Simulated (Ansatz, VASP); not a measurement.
**Two plane-wave programs on TePt**

The input POSCAR:

```
TePt
1.0
    4.1109998117      0.0000000000      0.0000000000
   -2.0554999058      3.5602302719      0.0000000000
    0.0000000000      0.0000000000      5.4460000000
Te Pt
2 2
Direct
    0.3333333333      0.6666666667      0.2500000000
    0.6666666667      0.3333333333      0.7500000000
    0.0000000000      0.0000000000      0.0803341902
    0.0000000000      0.0000000000      0.5803341902
```

INCAR.step1

```
SYSTEM = TePt
  PREC = Accurate
  ENCUT = 520
  ISMEAR = 0
  SIGMA = 0.15
  LREAL = .False.
  LASPH = .True.
  NELM = 60
  NBANDS = 24
  GGA = PE
  ALGO = Normal
  EDIFF = 1E-4
  LWAVE = .True.
  LCHARG = .False.
```

File INCAR.step2:

```
SYSTEM = TePt
  PREC = Accurate
  ENCUT = 520
  EDIFF = 1E-6
  ISMEAR = 0
  SIGMA = 0.15
  LREAL = .False.
  LASPH = .True.
  NELM = 60
  ALGO = Normal
  ISIF = 2
  LWAVE = .False.
  LCHARG = .True.
  METAGGA = R2SCAN
  LMIXTAU = .True.
  LELF = .True.
  LVHAR = .True.
  NBANDS = 24
  ISTART = 1
```

The input KPOINTS:

```
regular mesh
0
Gamma
  12 12 10
  0 0 0
```

Input for Ansatz:

```yaml
crystal:
  lattice:
    - [4.1109998117, 0.0, 0.0]
    - [-2.0554999058, 3.5602302719, 0.0]
    - [0.0, 0.0, 5.446]
  atoms:
    - { symbol: Te, position: [0.3333333333, 0.6666666667, 0.25] }
    - { symbol: Te, position: [0.6666666667, 0.3333333333, 0.75] }
    - { symbol: Pt, position: [0.0, 0.0, 0.0803341902] }
    - { symbol: Pt, position: [0.0, 0.0, 0.5803341902] }
basis:
  ecutwfc: 500
kpoints:
  mp_grid: { grid: [12, 12, 10] }
hamiltonian:
  xc: r2scan
scf:
  occupations: { method: gaussian, width: 0.15 }
output:
  forces: true
  stress: true
  eigenvalues: true
```

Change from the starting cell: all Pt atoms moved +0.438 Å, as atom 3 along Cartesian [0 0 1].

Alike in both runs: task single point; functional r2SCAN; k mesh 12 × 12 × 10; occupations gaussian, width 0.15 eV; no spin polarisation.

```csv
,VASP,Ansatz
version,VASP 6.6.1,Ansatz 0.2.0
potentials or method,"VASP PAW PBE potentials, release 64 (Te, Pt), cutoff 520 eV","scalar-relativistic, plane waves, PAW"
valence electrons in the cell,32,68
```

Ansatz gave:

| Quantity | Value |
| --- | --- |
| gap on the k mesh at the Fermi level (eV) | none |
| pressure (GPa) | 21.1 |
| traceless stress, the component that is largest in VASP (GPa) | -4.96 |
| rms of the force components (eV/Å) | 0.805 |

Problem. Which values does VASP return?

Solution. gap on the k mesh at the Fermi level (eV): none; pressure (GPa): 21.1; traceless stress, the component that is largest in VASP (GPa): -4.79; rms of the force components (eV/Å): 0.797.

VASP's potentials were made for PBE, not for r2SCAN. Atom by atom the forces differ by 0.008 eV/Å (rms over components). A gap of «none» marks a metal or a gap that the smearing closes. With one functional, cell and mesh, what is left measures potentials, basis and numerics. VASP's potentials hold 32 valence electrons a cell and Ansatz's 68, so a difference there can come from the potentials and not from the codes.

Neither program's run includes spin-orbit coupling.
